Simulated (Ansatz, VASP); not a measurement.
# HgTe: VASP beside Ansatz

```xyz
2
Lattice="0.0000 3.2300 3.2300 3.2300 0.0000 3.2300 3.2300 3.2300 0.0000" Properties=species:S:1:pos:R:3 pbc="T T T"
Hg    0.0000    0.0000    0.0000
Te    4.8450    4.8450    4.8450
```

Alike in both runs: task single point; functional PBE; k mesh 6 × 6 × 6; occupations fermi-dirac, width 0.05 eV; no spin polarisation.

|  | VASP | Ansatz |
| --- | --- | --- |
| version | VASP 6.6.1 | Ansatz 0.2.0 |
| potentials or method | VASP PAW PBE potentials, release 64 (Hg, Te), cutoff 500 eV | PAW, plane waves, scalar-relativistic |
| valence electrons in the cell | 18 | 36 |

|  | VASP | Ansatz | Ansatz less VASP |
| --- | --- | --- | --- |
| pressure (GPa) | 3.9 | 3.8 | -0.07 |

VASP's potentials hold 18 valence electrons a cell and Ansatz's 36, so a difference there can come from the potentials and not from the codes.

Neither program's run includes spin-orbit coupling.
